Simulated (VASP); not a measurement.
Input of a VASP 6.6.1 run:

File INCAR:

```
SYSTEM = Zr3Nb6Ni11
  PREC = Accurate
  ENCUT = 520
  EDIFF = 1E-7
  ISMEAR = -1
  SIGMA = 0.1043
  LREAL = Auto
  LASPH = .TRUE.
  NELM = 100
  ALGO = Normal
  ISIF = 2
  LWAVE = .FALSE.
  LCHARG = .FALSE.
  GGA = PE
  NBANDS = 128
  ISYM = 0
```

Contents of KPOINTS:

```
Automatic mesh
0
Gamma
  1 1 1
  0.25 0.25 0.25
```

Contents of POSCAR:

```
Zr3Nb6Ni11
1.0
    6.8173460000     -0.1384310000     -0.2966090000
   -0.1384310000      6.6843640000     -0.0322140000
   -0.2966090000     -0.0322140000      6.7019700000
Ni Nb Zr
11 6 3
Direct
    0.6933651251      0.9281563447      0.2929356540
    0.3998578965      0.4907297228      0.6331211298
    0.5441082045      0.2569590441      0.8087272950
    0.8159475566      0.1722318130      0.4679547453
    0.6762123337      0.6110893543      0.0265391066
    0.8622670049      0.9411292673      0.8777584341
    0.7864234108      0.5751173886      0.4146516760
    0.6252777849      0.7396366996      0.6921245059
    0.4690993221     -0.0005770973      0.5549942017
    0.1353204953      0.4368375751      0.3602411772
    0.4403368072      0.7140301812      0.3298061060
    0.8575746912      0.4711689948      0.7596431511
    0.8571328011      0.2556142376      0.1251274864
    0.4658172314      0.9223481141      0.9933874824
    0.0534380331      0.7445553568      0.1141907988
    0.2564940724      0.4506194901      0.9785176159
    0.5029459096      0.3818038437      0.3056609791
    0.1205088322      0.7575835142      0.6365496711
    0.1642501197      0.0622612563      0.2870985319
    0.1438519303      0.1322776415      0.7233295537
```

Potentials or basis: VASP PAW PBE potentials, release 64 (Ni, Nb_sv, Zr_sv).

Command:

```console
$ cat potpaw_PBE.64/Ni/POTCAR potpaw_PBE.64/Nb_sv/POTCAR potpaw_PBE.64/Zr_sv/POTCAR > POTCAR
$ mpirun -np 1 vasp_std > vasp.out
```

Q: What does it give for the band gap on the k mesh?

A: 0.10 eV.

Q: What does it give for the pressure?

A: 2.9 GPa.

Stress tensor (GPa, compression positive):
```
-0.60 -0.50  3.98
-0.50  9.18  1.94
 3.98  1.94  0.24
```

Caveat: the k points lie up to 0.94 Å⁻¹ apart. Spin polarisation is off, so any magnetic state and its effect on volume and gap are missing.
